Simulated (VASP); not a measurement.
Write the native input for VASP 6.6.1 that does the following.

```yaml
Task: single point
Functional: PBE
Potentials_or_basis: VASP PAW PBE potentials, release 64 (Ag)
Cutoff: 520 eV
k_mesh: 16 × 16 × 16
Occupations: fermi-dirac, width 0.1 eV
Spin: no spin polarisation
Dipole_correction: no
Further_INCAR_settings: ALGO = Normal; EDIFF = 1e-07; NBANDS = 12
```

The structure of Ag lies in POSCAR:

```
Ag
1.0
    0.0000000000      1.8239238029      1.8239238029
    1.8239238029      0.0000000000      1.8239238029
    1.8239238029      1.8239238029      0.0000000000
Ag
1
Direct
    0.0000000000      0.0000000000      0.0000000000
```

This cell differs from its parent crystal: volume scaled by 0.68.

These files were run (other wordings do the same):

INCAR

```
ALGO = Normal
EDIFF = 1E-7
ENCUT = 520
GGA = PE
ISIF = 2
ISMEAR = -1
LASPH = True
LCHARG = True
LELF = True
LREAL = False
LVHAR = True
LWAVE = False
NBANDS = 12
NELM = 60
PREC = Accurate
SIGMA = 0.1
```

KPOINTS

```
k-points
0
Gamma
  16 16 16
```

Potentials or basis: VASP PAW PBE potentials, release 64 (Ag).

Run with:

```sh
$ cat potpaw_PBE.64/Ag/POTCAR > POTCAR
$ mpirun -np 1 vasp_std > vasp.out
```

It gave:

| Property | Result |
| --- | --- |
| Pressure | 104.3 GPa |

Run time: 16 s on 1 thread of AMD EPYC 9R14 (Zen 4), on a shared host, peak memory 0.11 GiB.
